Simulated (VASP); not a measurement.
Wanted: the native input for a VASP 6.6.1 run.

* Task: single point
* Functional: PBEsol
* Dispersion: D3(BJ)
* Potentials or basis: VASP PAW PBE potentials, release 64 (C)
* Cutoff: 520 eV
* k mesh: 15 × 15 × 15
* Occupations: gaussian, width 0.05 eV
* Spin: no spin polarisation
* Dipole correction: no
* Further INCAR settings: ALGO = Normal; EDIFF = 1e-07; NBANDS = 11

The structure of C lies in POSCAR:

```
C
1.0
    1.2290461105      0.7095901028      3.2829684898
   -1.2290461105      0.7095901028      3.2829684898
    0.0000000000     -1.4191802055      3.2829684898
C
2
Direct
    0.1616354220      0.1616354220      0.1475427790
    0.8383645780      0.8383645780      0.8524572210
```

This cell differs from its parent crystal: atoms displaced along a vibrational mode.

These files were run (other wordings do the same):

INCAR

```
SYSTEM = C
PREC = Accurate
ENCUT = 520
EDIFF = 1E-7
ISMEAR = 0
SIGMA = 0.05
LREAL = .FALSE.
LASPH = .TRUE.
NELM = 80
ALGO = Normal
ISIF = 2
LWAVE = .FALSE.
LCHARG = .FALSE.
GGA = PS
IVDW = 12
NBANDS = 11
```

KPOINTS

```
regular mesh
0
G
  15 15 15
  0 0 0
```

Potentials or basis: VASP PAW PBE potentials, release 64 (C).

Launch:

```sh
$ cat potpaw_PBE.64/C/POTCAR > POTCAR
$ mpirun -np 1 vasp_std > vasp.out
```

Results of the run:

* Pressure: -1.0 GPa
* Largest force: 3.657 eV/Å
* Dispersion energy per atom: -0.113 eV

Caveat: the cell differs from its parent crystal (atoms displaced along a vibrational mode); the PAW data sets were made with another functional, which shifts forces and pressure a little.

Run time: 6.2 min on 1 thread of AMD EPYC 7R13 (shared host), peak memory 0.25 GiB.
